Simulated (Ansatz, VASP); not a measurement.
# Two plane-wave programs on BeCd2Te3

```
CELL_PARAMETERS angstrom
5.25736 0.00000 0.00000
-2.62868 4.55301 0.00000
0.00000 0.00000 10.11150
ATOMIC_POSITIONS crystal
Be 0.00000 0.00000 0.00000
Cd 0.00000 0.00000 0.76656
Cd 0.00000 0.00000 0.23344
Te 0.33333 0.66667 0.00000
Te 0.66667 0.33333 0.00000
Te 0.00000 0.00000 0.50000
```

Alike in both runs: functional PBE; k mesh 12 × 12 × 4; occupations gaussian, width 0.1 eV; no spin polarisation.

Ansatz relaxed the structure, and its values are those at the end. VASP's run is a single point on that final structure, the one shown.

|  | VASP | Ansatz |
| --- | --- | --- |
| version | VASP 6.6.1 | Ansatz 0.2.0 |
| potentials or method | VASP PAW PBE potentials, release 64 (Be, Cd, Te), cutoff 600 eV | scalar-relativistic, plane waves, PAW |
| valence electrons in the cell | 44 | 90 |

```tsv
	VASP	Ansatz	Ansatz less VASP
gap on the k mesh at the Fermi level (eV)	none	none	-
pressure (GPa)	0.0	0.0	-0.03
rms of the force components (eV/Å)	0.004	0.000	-0.0034
```

A gap of «none» marks a metal or a gap that the smearing closes. VASP's potentials hold 44 valence electrons a cell and Ansatz's 90, so a difference there can come from the potentials and not from the codes.

Spin-orbit coupling is off throughout.
